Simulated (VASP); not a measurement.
Wanted: the native input for a VASP 6.6.1 run.

```yaml
Task: electric field gradients
Functional: PBE
Potentials_or_basis: VASP PAW PBE potentials, release 64 (Fe, O)
Cutoff: 520 eV
k_mesh: 11 × 11 × 11
Occupations: fermi-dirac, width 0.05 eV
Spin: collinear spin, antiferromagnetic start
Starting_moments: "[5.0, 5.0, -5.0, -5.0, 0.0, 0.0, 0.0, 0.0, 0.0, 0.0] μB"
Hubbard_terms: Fe d U = 4.0 eV
Dipole_correction: no
Further_INCAR_settings: ALGO = Normal; EDIFF = 1e-08; NBANDS = 49
```

The structure of Fe2O3 lies in POSCAR:

```
Fe2O3
1.0
    2.5190000000      1.4543453281      4.5906666667
   -2.5190000000      1.4543453281      4.5906666667
    0.0000000000     -2.9086906562      4.5906666667
Fe O
4 6
Direct
    0.3463208288      0.3463208288      0.3463208288
    0.1536791712      0.1536791712      0.1536791712
    0.6536791712      0.6536791712      0.6536791712
    0.8463208288      0.8463208288      0.8463208288
    0.5648112369      0.9351887631      0.2500000000
    0.2500000000      0.5648112369      0.9351887631
    0.9351887631      0.2500000000      0.5648112369
    0.4351887631      0.0648112369      0.7500000000
    0.7500000000      0.4351887631      0.0648112369
    0.0648112369      0.7500000000      0.4351887631
```

One way to write it, as run:

INCAR

```
PREC = Accurate ; ENCUT = 520
EDIFF = 1E-8 ; ISMEAR = -1
SIGMA = 0.05 ; LREAL = False
LASPH = True ; NELM = 150
ALGO = Normal ; ISIF = 2
LWAVE = False ; LCHARG = False
ISPIN = 2 ; MAGMOM = 5 5 -5 -5 0 0 0 0 0 0
LORBIT = 11 ; LMAXMIX = 4
LDAU = True ; LDAUTYPE = 2
LDAUL = 2 -1 ; LDAUU = 4 0
LDAUJ = 0 0 ; LDAUPRINT = 1
GGA = PE ; LEFG = True
NBANDS = 49 ; KPAR = 4
```

KPOINTS

```
Automatic mesh
0
Gamma
  11 11 11
```

Potentials or basis: VASP PAW PBE potentials, release 64 (Fe, O).

Launch:

```sh
$ cat potpaw_PBE.64/Fe/POTCAR potpaw_PBE.64/O/POTCAR > POTCAR
$ mpirun -np 4 vasp_std > vasp.out
```

It gave:

The pressure is 5.5 GPa. The largest force is 0.967 eV/Å. The band gap on the k mesh is 1.55 eV (least direct gap 1.70 eV), the net moment is 0.00 μB per cell and the site moments are Fe +4.20, -4.20 (each value once); O -0.02, +0.02 (each value once) μB. The largest electric field gradient by atom is Fe +3.3; O -49.5 V/Å². The valence electrons inside the program's atomic spheres are Fe 6.78; O 5.04.

Caveat: the cell stands under pressure; without QUAD_EFG the Cq values of the log hold for a quadrupole moment of 1 mb, not for the nuclei.

It took 6.9 min on 4 MPI ranks on Intel(R) Xeon(R) 6975P-C (Granite Rapids) (shared host), peak memory 0.98 GiB a rank.
